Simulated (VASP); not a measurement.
Runs of VASP 6.6.1 on InAs. The structure is that of space group F-43m (No. 216), or close to it. The cells are those of the table. 

```csv
level,cell,k mesh,gap on the mesh (eV),pressure (GPa)
r2SCAN,"a = 4.363 Å, angles 60.0°, 2 atoms",6 × 6 × 6,none,-1.5
PBE,"a = 4.287 Å, angles 60.0°, 2 atoms",6 × 6 × 6,none,3.6
PBE,"a = 4.376 Å, angles 60.0°, 2 atoms",6 × 6 × 6,none,0.0
r2SCAN,"a = 4.320 Å, angles 60.0°, 2 atoms",8 × 8 × 8,0.08,0.0
r2SCAN,"a = 4.276 Å, angles 60.0°, 2 atoms",6 × 6 × 6,0.25,1.9
PBE,"a = 4.320 Å, angles 60.0°, 2 atoms",8 × 8 × 8,none,2.1
r2SCAN,"a = 4.320 Å, angles 60.0°, 2 atoms",6 × 6 × 6,0.08,0.0
PBE,"a = 4.332 Å, angles 60.0°, 2 atoms",6 × 6 × 6,none,1.7
r2SCAN,"a = 4.405 Å, angles 60.0°, 2 atoms",6 × 6 × 6,none,-2.9
r2SCAN,"a = 4.232 Å, angles 60.0°, 2 atoms",6 × 6 × 6,(a),4.1
PBE,"a = 4.420 Å, angles 60.0°, 2 atoms",6 × 6 × 6,none,(b)
PBE,"a = 4.462 Å, angles 60.0°, 2 atoms",6 × 6 × 6,none,-2.4
```

Alike in all rows: task single point; potentials or basis VASP PAW PBE potentials, release 64 (In_d, As); no spin polarisation; cutoff (eV) 520; smearing fermi-dirac 0.02 eV.

Problem. Estimate the missing entries.

Solution. (a) 0.42; (b) -1.3.

Caveats: spin-orbit coupling is left out, which moves the levels of the heavy elements; semilocal functionals underestimate gaps, so a narrow gap can read as zero (at least some runs); the PAW data sets were made with another functional, which shifts forces and pressure a little (at least some runs); the cell stands under pressure (at least some runs).

A k mesh can miss the band edges, and the runs leave out spin-orbit coupling on As, In.

A gap of «none» marks levels without a gap at the run's occupations.
